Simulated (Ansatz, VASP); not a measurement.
**AsI in VASP and in Ansatz**

```
As I
1.0
     0.00000    3.17949    3.17949
     3.17949    0.00000    3.17949
     3.17949    3.17949    0.00000
As I
1 1
Direct
  0.00000 0.00000 0.00000
  0.50000 0.50000 0.50000
```

Alike in both runs: task relaxation of cell and atoms; functional PBE; k mesh 16 × 16 × 16; occupations gaussian, width 0.1 eV; no spin polarisation.

|  | VASP | Ansatz |
| --- | --- | --- |
| version | VASP 6.6.1 | Ansatz 0.2.0 |
| potentials or method | VASP PAW PBE potentials, release 64 (As, I), cutoff 600 eV | scalar-relativistic, plane waves, PAW |
| valence electrons in the cell | 12 | 32 |

```csv
,VASP,Ansatz,Ansatz less VASP
"gap on the k mesh at the Fermi level, each at its own relaxed structure (eV)",none,none,-
relaxed volume (Å³/atom),29.22,29.25,+0.034
relaxed cell length with the largest relative difference (Å),4.356,4.357,+0.0017
```

A gap of «none» marks a metal or a gap that the smearing closes. VASP's potentials hold 12 valence electrons a cell and Ansatz's 32, so a difference there can come from the potentials and not from the codes.

Neither program's run includes spin-orbit coupling.
